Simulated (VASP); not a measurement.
Here is a VASP 6.6.1 calculation.

POSCAR

```
GaN
1.0
    0.0000000000      2.2489367673      2.3164048703
    2.2489367673      0.0000000000      2.3164048703
    2.2489367673      2.2489367673      0.0000000000
Ga N
1 1
Direct
    0.0000000000      0.0000000000      0.0000000000
    0.7500000000      0.7500000000      0.7500000000
```

The input INCAR.step1:

```
SYSTEM = GaN
PREC     = Accurate       ! precision mode
ENCUT    = 910            ! plane-wave cutoff, eV
ISMEAR   = 0              ! smearing method
SIGMA    = 0.05           ! smearing width, eV
LREAL    = .FALSE.        ! projectors in reciprocal space
LASPH    = .TRUE.         ! aspherical terms in the spheres
NELM     = 120            ! most SCF steps
NBANDS   = 16             ! bands
GGA      = PE             ! functional
ALGO     = Normal         ! electronic algorithm
EDIFF    = 1E-5           ! SCF threshold, eV
LWAVE    = .TRUE.         ! write WAVECAR
LCHARG   = .FALSE.        ! write CHGCAR
GGA_COMPAT= .FALSE.
```

INCAR.step2

```
SYSTEM = GaN
PREC     = Accurate       ! precision mode
ENCUT    = 910            ! plane-wave cutoff, eV
EDIFF    = 1E-6           ! SCF threshold, eV
ISMEAR   = 0              ! smearing method
SIGMA    = 0.05           ! smearing width, eV
LREAL    = .FALSE.        ! projectors in reciprocal space
LASPH    = .TRUE.         ! aspherical terms in the spheres
NELM     = 120            ! most SCF steps
ALGO     = Normal         ! electronic algorithm
ISIF     = 2              ! what is computed and relaxed
LWAVE    = .FALSE.        ! write WAVECAR
LCHARG   = .FALSE.        ! write CHGCAR
METAGGA  = R2SCAN         ! meta-GGA
LMIXTAU  = .TRUE.       
NBANDS   = 16             ! bands
ISTART   = 1            
GGA_COMPAT= .FALSE.
```

File KPOINTS:

```
regular mesh
0
G
  10 10 10
  0 0 0
```

Potentials or basis: VASP PAW PBE potentials, release 64 (Ga_d, N_h).

Run with:

```sh
$ cat potpaw_PBE.64/Ga_d/POTCAR potpaw_PBE.64/N_h/POTCAR > POTCAR
$ cp INCAR.step1 INCAR
$ mpirun -np 1 vasp_std > vasp.out
$ cp INCAR.step2 INCAR
$ mpirun -np 1 vasp_std > vasp.out
```

Q: Estimate the pressure.

A: -4.6 GPa.

Q: What does it give for the band gap on the k mesh?

A: 1.91 eV.

Stress tensor (GPa, compression positive):
```
-3.24  0.00  0.00
 0.00 -3.24  0.00
 0.00  0.00 -7.43
```

Caveat: the cell differs from its parent crystal (strain +0.0300 x Voigt [0, 0, 1, 0, 0, 0]); the cutoff is under 1.25 times the usual one of these potentials, so pressure, stress and relaxed cells hold a basis-set (Pulay) error; the cell stands under tension; the PAW data sets were made with another functional, which shifts forces and pressure a little.
